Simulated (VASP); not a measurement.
# Al7Ni8: single point with LDA

The system is Al7Ni8, a slab with vacuum.

```
CELL_PARAMETERS angstrom
4.04771 0.00000 0.00000
-2.02386 3.50542 0.00000
0.00000 0.00000 26.56730
ATOMIC_POSITIONS crystal
Ni 0.33333 0.66667 0.28230
Ni 0.00000 0.00000 0.34450
Ni 0.66667 0.33333 0.40670
Ni 0.33333 0.66667 0.46890
Ni 0.00000 0.00000 0.53110
Ni 0.66667 0.33333 0.59330
Ni 0.33333 0.66667 0.65550
Ni 0.00000 0.00000 0.71770
Al 0.66667 0.33333 0.31340
Al 0.33333 0.66667 0.37560
Al 0.00000 0.00000 0.43780
Al 0.66667 0.33333 0.50000
Al 0.33333 0.66667 0.56220
Al 0.00000 0.00000 0.62440
Al 0.66667 0.33333 0.68660
```

| Quantity | Value |
| --- | --- |
| Program | VASP 6.6.1 |
| Task | single point |
| Functional | LDA |
| Potentials or basis | VASP PAW LDA potentials, release 64 (Ni, Al) |
| Cutoff | 520 eV |
| k mesh | 9 × 9 × 1 |
| Occupations | gaussian, width 0.1 eV |
| Spin | no spin polarisation |

The largest force is 1.812 eV/Å and the band gap on the k mesh is zero (an odd number of electrons rules out a gap without spin polarisation).

Forces in eV/Å, atoms in the order of the input:
```
Ni   0.000  0.000  1.812
Ni   0.000  0.000 -0.285
Ni   0.000  0.000 -0.084
Ni   0.000  0.000 -0.022
Ni   0.000  0.000  0.022
Ni   0.000  0.000  0.084
Ni   0.000  0.000  0.285
Ni   0.000  0.000 -1.812
Al   0.000  0.000 -0.537
Al   0.000  0.000 -0.384
Al   0.000  0.000 -0.064
Al   0.000  0.000  0.000
Al   0.000  0.000  0.064
Al   0.000  0.000  0.384
Al   0.000  0.000  0.537
```

Levels at points of the mesh, in eV from the Fermi level:
```csv
k point,band 49,band 50,band 51,band 52,band 53,band 54
"(0.00, 0.00, 0.00)",2.01,2.01,2.13,2.13,2.19,2.44
```

It took 19 min on 1 thread of Intel(R) Xeon(R) Platinum 8488C (Sapphire Rapids), on a shared host, peak memory 0.42 GiB.

Spin polarisation is off, so any magnetic state and its effect on volume and gap are missing.
